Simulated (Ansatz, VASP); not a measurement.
# MoS2: VASP beside Ansatz

The input INCAR:

```
PREC = Accurate
ENCUT = 520
EDIFF = 1E-6
ISMEAR = 0
SIGMA = 0.05
LREAL = F
LASPH = T
NELM = 60
ALGO = Normal
ISIF = 2
LWAVE = F
LCHARG = F
LDIPOL = T
IDIPOL = 3
DIPOL = 0.5 0.5 0.500
GGA = PE
IVDW = 12
IBRION = 2
NSW = 60
EDIFFG = -0.04
```

Contents of KPOINTS:

```
Automatic mesh
0
Gamma
  9 9 1
```

POSCAR

```
MoS2
1.0
    3.1539428163      0.0000000000      0.0000000000
   -1.5769714082      2.7313946010      0.0000000000
    0.0000000000      0.0000000000     23.1348545341
S Mo
2 1
Direct
    0.3333333333      0.6666666667      0.4322482333
    0.3333333333      0.6666666667      0.5677517667
    0.6666666667      0.3333333333      0.4999999986
```

Input for Ansatz:

```yaml
crystal:
  lattice:
    - [3.1539428163, 0.0, 0.0]
    - [-1.5769714082, 2.731394601, 0.0]
    - [0.0, 0.0, 23.1348545341]
  atoms:
    - { symbol: S, position: [0.3333333333, 0.6666666667, 0.4322482333] }
    - { symbol: Mo, position: [0.6666666667, 0.3333333333, 0.4999999986] }
    - { symbol: S, position: [0.3333333333, 0.6666666667, 0.5677517667] }
basis:
  ecutwfc: 420.0
  fft_grid_basis: typed
kpoints:
  mp_grid: { grid: [9, 9, 1] }
hamiltonian:
  xc: pbe
  dispersion: d3bj
scf:
  occupations: { method: gaussian, width: 0.05 }
output:
  forces: true
  eigenvalues: true
efield:
  axis: 3
  dipole_correction: true
  ramp_width: 0.04
relax:
  adjacent_minimum: "off"
  f_tol: 0.04
  max_steps: 40
```

Alike in both runs: task relaxation of the atoms; functional PBE; dispersion D3(BJ); k mesh 9 × 9 × 1; occupations gaussian, width 0.05 eV; no spin polarisation.

|  | VASP | Ansatz |
| --- | --- | --- |
| version | VASP 6.6.1 | Ansatz 0.2.0 |
| potentials or method | VASP PAW PBE potentials, release 64 (S, Mo_sv), cutoff 520 eV | scalar-relativistic, plane waves, PAW |
| valence electrons in the cell | 26 | 26 |

|  | VASP | Ansatz | Ansatz less VASP |
| --- | --- | --- | --- |
| gap on the k mesh at the Fermi level, each at its own relaxed structure (eV) | 1.78 | 1.78 | -0.004 |

Noted on VASP's run: the relaxation stopped at its first step, so nothing moved.
